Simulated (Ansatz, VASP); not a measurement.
Two plane-wave programs on TlCl

```
CELL_PARAMETERS angstrom
3.79363 0.00000 0.00000
0.00000 3.79363 0.00000
0.00000 0.00000 3.79363
ATOMIC_POSITIONS crystal
Tl 0.00000 0.00000 0.00000
Cl 0.50000 0.50000 0.50000
```

Alike in both runs: task single point; functional HSE06; k mesh 4 × 4 × 4; no spin polarisation.

|  | VASP | Ansatz |
| --- | --- | --- |
| version | VASP 6.6.1 | Ansatz 0.2.0 |
| potentials or method | VASP PAW PBE potentials, release 64 (Tl_d, Cl) | plane waves, PAW |
| plane-wave cutoff (eV) | 400 | 420 |
| occupations | gaussian, width 0.01 eV | fixed |
| valence electrons in the cell | 20 | 20 |

Ansatz gave:

```
gap on the k mesh at the Fermi level (eV) : 2.74
pressure (GPa)                            : 2.0
```

Task: Estimate VASP's values.

Result: gap on the k mesh at the Fermi level (eV): 2.74; pressure (GPa): 1.9.

Ansatz's warnings: stress exchange threshold loose, stress scf threshold loose.

Spin-orbit coupling is off throughout.
